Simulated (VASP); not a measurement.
Write the native input for VASP 6.6.1 that does the following.

```yaml
Task: single point
Functional: PBE
Potentials_or_basis: VASP PAW PBE potentials, release 64 (Na_pv, B, Pd)
Cutoff: 520 eV
k_mesh: 4 × 4 × 6
Occupations: gaussian, width 0.1 eV
Spin: no spin polarisation
Dipole_correction: no
Further_INCAR_settings: ALGO = Normal; EDIFF = 1e-06; NBANDS = 25
```

The structure of Na3BPd lies in POSCAR:

```
Na3BPd
1.0
    5.1696726800      0.0000000000      0.0000000000
    0.0000000000      5.3434344300      0.0000000000
    0.0000000000      0.0000000000      3.3829391500
Na B Pd
3 1 1
Direct
    0.5000000000      0.0000000000      0.7831119000
    0.0000000000      0.2201618900      0.1269944500
    0.0000000000      0.7798381100      0.1269944500
    0.5000000000      0.5000000000      0.4227295500
    0.5000000000      0.5000000000      0.9597991400
```

One way to write it, as run:

INCAR

```
ALGO = Normal
EDIFF = 1E-6
ENCUT = 520
GGA = PE
ISIF = 2
ISMEAR = 0
LASPH = True
LCHARG = False
LREAL = False
LWAVE = False
NBANDS = 25
NELM = 60
PREC = Accurate
SIGMA = 0.1
```

KPOINTS

```
k-points
0
Gamma
  4 4 6
```

Potentials or basis: VASP PAW PBE potentials, release 64 (Na_pv, B, Pd).

Command:

```console
$ cat potpaw_PBE.64/Na_pv/POTCAR potpaw_PBE.64/B/POTCAR potpaw_PBE.64/Pd/POTCAR > POTCAR
$ mpirun -np 1 vasp_std > vasp.out
```

It gave:

| Quantity | Value |
| --- | --- |
| Pressure | 24.0 GPa |
| Largest force | 8.645 eV/Å |
| Band gap on the k mesh | zero (band 17 reaches 4.63 eV, above the bottom of band 18 at 2.51 eV) |

Caveat: forces of over 1 eV/Å act on the atoms, so gaps and moduli don't describe the material at rest.

Run time: 110 s on 1 thread of Oxide Virtual Turin-like Processor, with other jobs on the host, peak memory 0.22 GiB.
